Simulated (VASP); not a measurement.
C: single point with PBEsol

The system is C.

```xyz
4
Lattice="1.2918 -2.2370 0.0000 1.2918 2.2370 0.0000 0.0000 0.0000 7.7519" Properties=species:S:1:pos:R:3 pbc="T T T"
C     1.2918    1.8643    5.8127
C     1.2918   -0.3728    1.9392
C     1.2918   -1.8643    1.9392
C     1.2918    0.3728    5.8127
```

| Quantity | Value |
| --- | --- |
| Program | VASP 6.6.1 |
| Task | single point |
| Functional | PBEsol |
| Potentials or basis | VASP PAW PBE potentials, release 64 (C) |
| Cutoff | 520 eV |
| k mesh | 21 × 21 × 6 |
| Occupations | gaussian, width 0.15 eV |
| Spin | no spin polarisation |

```yaml
Pressure: -28.6 GPa
Band_gap_on_the_k_mesh: zero (filled and empty bands touch)
```

Forces on the atoms (eV/Å):
```
C    0.000 -0.002  0.000
C    0.000 -0.002  0.000
C    0.000  0.002  0.000
C    0.000  0.002  0.000
```

Stress tensor (GPa, compression positive):
```
-42.80   0.00   0.00
  0.00 -42.76   0.00
  0.00   0.00  -0.21
```

Levels at points of the mesh, in eV from the Fermi level:
```
           k point  band 5  band 6  band 7  band 8  band 9  band 10  band 11  band 12
(0.00, 0.00, 0.00)   -3.03   -3.03   -3.02   -3.02    3.74     7.40     7.41     7.43
(0.00, 0.00, 0.50)   -3.03   -3.03   -3.03   -3.03    5.46     5.47     7.42     7.42
```

Run time: 2.8 min on 1 thread of AMD EPYC 9R45 96-Core Processor (Zen 5), on a shared host, peak memory 0.31 GiB.

Caveat: the stress differs along the axes, from -43 to -0 GPa; this functional lacks dispersion, which binds layers or chains, so the pressure and a relaxed spacing across them are unreliable; the PAW data sets were made with another functional, which shifts forces and pressure a little.
